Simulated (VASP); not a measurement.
FeO:

```
Fe O
1.0
     0.00000    2.15540    2.15540
     2.15540    0.00000    2.15540
     2.15540    2.15540    0.00000
Fe O
1 1
Direct
  0.00000 0.00000 0.00000
  0.50000 0.50000 0.50000
```

```yaml
Program: VASP 6.6.1
Task: relaxation of cell and atoms
Functional: PBE
Dispersion: D4
Potentials_or_basis: VASP PAW PBE potentials, release 64 (Fe, O)
Cutoff: 600 eV
k_mesh: 11 × 11 × 11
Occupations: fermi-dirac, width 0.05 eV
Spin: collinear spin, ferromagnetic start
Starting_moments: "[3.0, 0.0] μB"
```

At the start: pressure -4.7 GPa; volume 10.01 Å³/atom.

**Question.** How do energy, volume and symmetry change on relaxing?

**Answer.** Over 9 steps the energy falls by 3.3 meV/atom and the volume is 9.84 Å³/atom (-1.7 %); space group Fm-3m (No. 225, to 0.1 Å) before and after; moment 4.00 μB per cell.

Step by step:
| step | energy change (eV) | largest force (eV/Å) | pressure (GPa) | volume (Å³) |
| --- | --- | --- | --- | --- |
| 1 | 0.0000 | 0.0000 | -4.72 | 20.03 |
| 2 | 0.1957 | 0.0000 | 5.13 | 19.18 |
| 3 | 0.0090 | 0.0000 | 171.87 | 19.61 |
| 4 | -0.0003 | 0.0000 | -4.55 | 20.02 |
| 5 | -0.0050 | 0.0000 | -2.75 | 19.81 |
| 6 | -0.0064 | 0.0000 | -1.60 | 19.71 |
| 7 | -0.0064 | 0.0000 | 4.11 | 19.66 |
| 8 | -0.0065 | 0.0000 | -1.24 | 19.70 |
| 9 | -0.0066 | 0.0000 | 0.09 | 19.68 |

Final structure:
```yaml
crystal:
  lattice:
    - [0.00000, 2.14285, 2.14285]
    - [2.14285, 0.00000, 2.14285]
    - [2.14285, 2.14285, 0.00000]
  atoms:
    - { symbol: Fe, position: [0.00000, 0.00000, 0.00000] }
    - { symbol: O, position: [0.50000, 0.50000, 0.50000] }
```

Caveat: a cell with one magnetic atom can't hold antiferromagnetic order, which such compounds often take.
